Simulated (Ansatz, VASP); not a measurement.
BeTe: VASP beside Ansatz

Contents of INCAR:

```
SYSTEM = BeTe
PREC = Accurate
ENCUT = 520
EDIFF = 1E-7
ISMEAR = 0
SIGMA = 0.01
LREAL = .False.
LASPH = .True.
NELM = 60
ALGO = Normal
ISIF = 2
LWAVE = .False.
LCHARG = .False.
GGA = PE
NBANDS = 16
```

KPOINTS

```
regular mesh
0
Gamma
  6 6 4
  0 0 0
```

The input POSCAR:

```
BeTe
1.0
    4.0330516178      0.0000000000      0.0000000000
   -2.0165258089      3.4927251558      0.0000000000
    0.0000000000      0.0000000000      8.7573521372
Be Te
2 2
Direct
    0.3333333333      0.6666666667      0.2500000000
    0.6666666667      0.3333333333      0.7500000000
    0.6666666667      0.3333333333      0.2500000000
    0.3333333333      0.6666666667      0.7500000000
```

Input for Ansatz:

```yaml
crystal:
  lattice:
    - [4.0330516178, 0.0, 0.0]
    - [-2.0165258089, 3.4927251558, 0.0]
    - [0.0, 0.0, 8.7573521372]
  atoms:
    - { symbol: Be, position: [0.3333333333, 0.6666666667, 0.25] }
    - { symbol: Be, position: [0.6666666667, 0.3333333333, 0.75] }
    - { symbol: Te, position: [0.6666666667, 0.3333333333, 0.25] }
    - { symbol: Te, position: [0.3333333333, 0.6666666667, 0.75] }
kpoints:
  mp_grid: { grid: [6, 6, 4] }
hamiltonian:
  xc: pbe
scf:
  occupations: { method: fixed }
  n_extra_bands: 5
output:
  forces: true
  stress: true
  eigenvalues: true
```

Alike in both runs: task single point; functional PBE; k mesh 6 × 6 × 4; no spin polarisation.

|  | VASP | Ansatz |
| --- | --- | --- |
| version | VASP 6.6.1 | Ansatz 0.2.0 |
| potentials or method | VASP PAW PBE potentials, release 64 (Be, Te) | plane waves, PAW |
| plane-wave cutoff (eV) | 520 | 420 |
| occupations | gaussian, width 0.01 eV | fixed |
| valence electrons in the cell | 16 | 36 |

Ansatz gave:

- gap on the k mesh at the Fermi level (eV): 2.75
- pressure (GPa): 0.0
- traceless stress, the component that is largest in VASP (GPa): 0.00

Problem. Which values does VASP return?

Solution. gap on the k mesh at the Fermi level (eV): 2.75; pressure (GPa): 0.1; traceless stress, the component that is largest in VASP (GPa): -0.13.

VASP's potentials hold 16 valence electrons a cell and Ansatz's 36, so a difference there can come from the potentials and not from the codes.

Spin-orbit coupling is off throughout.
